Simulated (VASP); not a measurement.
Input of a VASP 6.6.1 run:

INCAR

```
PREC = Accurate
ENCUT = 600
EDIFF = 1E-6
ISMEAR = 0
SIGMA = 0.1
LREAL = False
LASPH = True
NELM = 120
ALGO = Normal
ISIF = 2
LWAVE = False
LCHARG = False
GGA = PE
NBANDS = 30
GGA_COMPAT = False
```

Contents of KPOINTS:

```
Automatic mesh
0
Gamma
  6 6 6
```

The input POSCAR:

```
GaC2
1.0
    4.4753110929      0.0000000000      0.0000000000
    0.0000000000      4.4753110929      0.0000000000
    0.0000000000      0.0000000000      4.4753110929
Ga C
2 4
Direct
    0.0000000000      0.0000000000      0.0000000000
    0.5000000000      0.5000000000      0.5000000000
    0.2500000000      0.2500000000      0.2500000000
    0.2500000000      0.7500000000      0.7500000000
    0.7500000000      0.7500000000      0.2500000000
    0.7500000000      0.2500000000      0.7500000000
```

Potentials or basis: VASP PAW PBE potentials, release 64 (Ga_d, C).

The run is started by

```sh
$ cat potpaw_PBE.64/Ga_d/POTCAR potpaw_PBE.64/C/POTCAR > POTCAR
$ mpirun -np 1 vasp_std > vasp.out
```

(1) Estimate the pressure.

(2) Predict the band gap on the k mesh.

Answers

(1) -0.3 GPa.

(2) zero (bands 21 and 22 overlap by 1.23 eV).
